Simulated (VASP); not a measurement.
# BaTe in VASP: further runs, part 2 of 2

VASP 6.6.1.

### Step 3. Single point, PBEsol (strain -0.050 along x and y, -0.025 along z)

Contents of INCAR:

```
SYSTEM = BaTe
PREC = Accurate
ENCUT = 520
EDIFF = 1E-7
ISMEAR = 0
SIGMA = 0.05
LREAL = .FALSE.
LASPH = .TRUE.
NELM = 100
ALGO = Normal
ISIF = 2
LWAVE = .FALSE.
LCHARG = .TRUE.
GGA = PS
LELF = .TRUE.
LVHAR = .TRUE.
NBANDS = 15
```

Contents of KPOINTS:

```
regular mesh
0
G
  8 8 8
  0 0 0
```

Contents of POSCAR:

```
BaTe
1.0
    0.0000000000      3.2978275349      3.3846124701
    3.2978275349      0.0000000000      3.3846124701
    3.2978275349      3.2978275349      0.0000000000
Ba Te
1 1
Direct
    0.0000000000      0.0000000000      0.0000000000
    0.5000000000      0.5000000000      0.5000000000
```

Potentials or basis: VASP PAW PBE potentials, release 64 (Ba_sv, Te).

Started as:

```sh
cat potpaw_PBE.64/Ba_sv/POTCAR potpaw_PBE.64/Te/POTCAR > POTCAR
mpirun -np 1 vasp_std > vasp.out
```

OUTCAR:

```text
SYSTEM = BaTe
   PREC = Accurate
   ENCUT = 520
   EDIFF = 1E-7
   ISMEAR = 0
   LREAL = .FALSE.
   LASPH = .TRUE.
   NELM = 100
   ISIF = 2
   GGA = PS

 ion  position               nearest neighbor table
   1  0.000  0.000  0.000-   2 3.30   2 3.30   2 3.30   2 3.30   2 3.38   2 3.38
   2  0.500  0.500  0.500-   1 3.30   1 3.30   1 3.30   1 3.30   1 3.38   1 3.38

  LATTYP: Found a body centered tetragonal cell.
 ALAT       =     4.6638324262
 C/A-ratio  =     1.4514297088

  Lattice vectors:

 A1 = (  -3.2978275349,   0.0000000000,   3.3846124701)
 A2 = (   3.2978275349,   0.0000000000,   3.3846124701)
 A3 = (   0.0000000000,   3.2978275349,  -3.3846124701)

Analysis of symmetry for initial positions (statically):
=====================================================================
 Subroutine PRICEL returns:
 Original cell was already a primitive cell.

 Routine SETGRP: Setting up the symmetry group for a
 body centered tetragonal supercell.

 Subroutine GETGRP returns: Found 16 space group operations
 (whereof 16 operations were pure point group operations)
 out of a pool of 16 trial point group operations.

The static configuration has the point symmetry D_4h.

Analysis of symmetry for dynamics (positions and initial velocities):
=====================================================================
 Subroutine PRICEL returns:
 Original cell was already a primitive cell.

 Routine SETGRP: Setting up the symmetry group for a
 body centered tetragonal supercell.

 Subroutine GETGRP returns: Found 16 space group operations
 (whereof 16 operations were pure point group operations)
 out of a pool of 16 trial point group operations.

The dynamic configuration has the point symmetry D_4h.

 Subroutine INISYM returns: Found 16 space group operations
 (whereof 16 operations are pure point group operations),
 and found     1 'primitive' translations

----------------------------------------------------------------------------------------

                                     Primitive cell

  volume of cell :      73.6198

  direct lattice vectors                    reciprocal lattice vectors
[... 115 lines left out ...]
   IVDW    =     0    specifies the selected vdW correction
   LEPSILON=     F    determine dielectric tensor
   LRPA    =     F    only Hartree local field effects (RPA)
 non-spin polarized calculation
 Gauss-broadening in eV      SIGMA  =   0.05
  energy-cutoff  :      520.00
  volume of cell :       73.62
 maximum number of plane-waves:      2016
   NGX = 17   NGY = 17   NGZ = 17

 number of electron      16.0000000 magnetization

 Free energy of the ion-electron system (eV)
  ---------------------------------------------------
  ext. energy  EPLUGINS =         0.00000000
  ---------------------------------------------------
  free energy    TOTEN  =        -8.99707760 eV

  energy without entropy =       -8.99707760  energy(sigma->0) =       -8.99707760

 E-fermi :   3.4605     XC(G=0):  -9.0381

 val. band max:        3.2518678001   @ k =   0.0000   0.0000   0.0000
 cond. band min:       4.2293352903   @ k =   0.5000   0.0000   0.5000
 fundamental gap:      0.9774674902
 Fermi energy:         3.4605464363

 k-point     1 :       0.0000    0.0000    0.0000
  band No.  band energies     occupation
      1     -23.4310      2.00000
      2      -8.6202      2.00000
      3      -8.6202      2.00000
      4      -8.5958      2.00000
      5      -6.7509      2.00000
      6       3.1331      2.00000
      7       3.2519      2.00000
      8       3.2519      2.00000
      9       5.7916      0.00000
     10       5.9821      0.00000
     11       5.9821      0.00000
     12       6.4188      0.00000
     13       6.8137      0.00000
     14       6.8630      0.00000
[... 401 lines left out ...]
      2      -9.2795      2.00000
      3      -8.6609      2.00000
      4      -8.6474      2.00000
      5      -5.7810      2.00000
      6       1.0026      2.00000
      7       1.9845      2.00000
      8       2.1825      2.00000
      9       5.9867      0.00000
     10       7.7263      0.00000
     11       7.9393      0.00000
     12       8.6940      0.00000
     13       9.0814      0.00000
     14      10.5109      0.00000
     15      11.8890      0.00000

 [... further k-points ...]
[... 5 lines left out ...]
  --------------------------------------------------------------------------------------
  -------------------------------------------------------------------------------------
  Total        3.3008752      3.3008752      1.8000361      0.0000000      0.0000000     -0.0000000
  in kB       71.8364491     71.8364491     39.1739137      0.0000000      0.0000000     -0.0000000
  external PRESSURE =      60.9489373 kB  Pullay stress =       0.0000000 kB

 VOLUME and BASIS-vectors are now :
 -----------------------------------------------------------------------------
  energy-cutoff  :      520.00
  volume of cell :       73.62
      direct lattice vectors                 reciprocal lattice vectors
     0.000000000  3.297827535  3.384612470    -0.151614963  0.151614963  0.147727400
     3.297827535  0.000000000  3.384612470     0.151614963 -0.151614963  0.147727400
     3.297827535  3.297827535  0.000000000     0.151614963  0.151614963 -0.147727400

 POSITION                                       TOTAL-FORCE (eV/Angst)
 -----------------------------------------------------------------------------------
      0.00000      0.00000      0.00000        -0.000000     -0.000000      0.000000
      3.29783      3.29783      3.38461         0.000000      0.000000     -0.000000
 -----------------------------------------------------------------------------------
    total drift:                                0.000000      0.000000      0.000000

  FREE ENERGIE OF THE ION-ELECTRON SYSTEM (eV)
  ---------------------------------------------------
  free  energy   TOTEN  =        -8.9970775982 eV

  energy  without entropy=       -8.9970775982  energy(sigma->0) =       -8.99707760
```

stdout:

```text
POSCAR found type information on POSCAR BaTe
 POSCAR found :  2 types and       2 ions
 scaLAPACK will be used
 -----------------------------------------------------------------------------
|                                                                             |
|                                                                             |
|     You enforced a specific xc type in the INCAR file but a different       |
|     I HOPE YOU KNOW WHAT YOU ARE DOING!                                     |
|                                                                             |
 -----------------------------------------------------------------------------

 LDA part: xc-table for (Slater+PW92), standard interpolation
 POSCAR, INCAR and KPOINTS ok, starting setup
 FFT: planning ... GRIDC
 FFT: planning ... GRID_SOFT
 FFT: planning ... GRID
 WAVECAR not read
 entering main loop
```

Run time: 49 s. Hardware: 1 thread of Intel Xeon Platinum 8259CL at 2.50GHz (Skylake/Cascade Lake), shared host; peak memory 0.24 GiB.

What came out:

```
Free energy            : -8.9971 eV
Pressure               : 6.1 GPa
Band gap on the k mesh : 0.98 eV (least direct gap 1.33 eV)
```

Caveat: the cell differs from its parent crystal (strain -0.050 along x and y, -0.025 along z); the cell stands under pressure; the PAW data sets were made with another functional, which shifts forces and pressure a little; spin-orbit coupling is left out, which moves the levels of the heavy elements.

### Step 4. Single point, PBEsol (strain -0.025 along x and y, -0.050 along z)

Contents of INCAR:

```
SYSTEM = BaTe
ALGO = Normal ; EDIFF = 1E-6
ENCUT = 520 ; GGA = PS
ISIF = 2 ; ISMEAR = 0
LASPH = .TRUE. ; LCHARG = .FALSE.
LREAL = .FALSE. ; LWAVE = .FALSE.
NBANDS = 15 ; NELM = 100
PREC = Accurate ; SIGMA = 0.05
```

Contents of KPOINTS:

```
k-points
0
G
  8 8 8
  0 0 0
```

Contents of POSCAR:

```
BaTe
1.0
    0.0000000000      3.3846124701      3.2978275349
    3.3846124701      0.0000000000      3.2978275349
    3.3846124701      3.3846124701      0.0000000000
Ba Te
1 1
Direct
    0.0000000000      0.0000000000      0.0000000000
    0.5000000000      0.5000000000      0.5000000000
```

Started as:

```sh
cat potpaw_PBE.64/Ba_sv/POTCAR potpaw_PBE.64/Te/POTCAR > POTCAR
mpirun -np 1 vasp_std > vasp.out
```

Wall time 46 s (1 thread of Intel Xeon Platinum 8259CL at 2.50GHz (Skylake/Cascade Lake), shared host); peak memory 0.25 GiB.

Results (log left out):

- Free energy: -9.0615 eV
- Pressure: 4.7 GPa
- Band gap on the k mesh: 1.01 eV (least direct gap 1.39 eV)

Stress tensor (GPa, compression positive):
```
3.64 0.00 0.00
0.00 3.64 0.00
0.00 0.00 6.82
```

Levels at points of the mesh, in eV from the valence-band top:
```csv
k point,band 5,band 6,band 7,band 8,band 9,band 10,band 11,band 12
"(0.00, 0.00, 0.00)",-9.97,-0.12,-0.12,0.00,2.60,2.60,2.79,3.09
"(0.50, 0.00, 0.00)",-8.77,-2.74,-1.52,-1.52,4.15,4.89,4.99,5.05
"(0.50, 0.50, 0.00)",-9.73,-1.13,-0.51,-0.51,1.01,4.56,5.01,6.03
"(0.50, 0.00, 0.50)",-9.73,-1.29,-0.48,-0.37,1.02,4.46,5.09,5.98
```

Caveat: the cell differs from its parent crystal (strain -0.025 along x and y, -0.050 along z); the cell stands under pressure; the PAW data sets were made with another functional, which shifts forces and pressure a little; spin-orbit coupling is left out, which moves the levels of the heavy elements. A k mesh can miss the band edges.

### Step 5. Summary

```csv
cell,gap on the mesh (eV),pressure (GPa)
"a = 4.787 Å, angles 60.0°, 2 atoms",1.18,3.4
"a = 4.726, b = 4.726, c = 4.664 Å, angles 60.4, 60.4, 59.1°, 2 atoms",0.98,6.1
"a = 4.726, b = 4.726, c = 4.787 Å, angles 59.6, 59.6, 60.9°, 2 atoms",1.01,4.7
```

Alike in all rows: task single point; level PBEsol; potentials or basis VASP PAW PBE potentials, release 64 (Ba_sv, Te); no spin polarisation; k mesh 8 × 8 × 8; cutoff (eV) 520; smearing gaussian 0.05 eV.

Caveats: the cell stands under pressure; the PAW data sets were made with another functional, which shifts forces and pressure a little; spin-orbit coupling is left out, which moves the levels of the heavy elements.

Absolute energies hang on the potentials; compare differences alone.
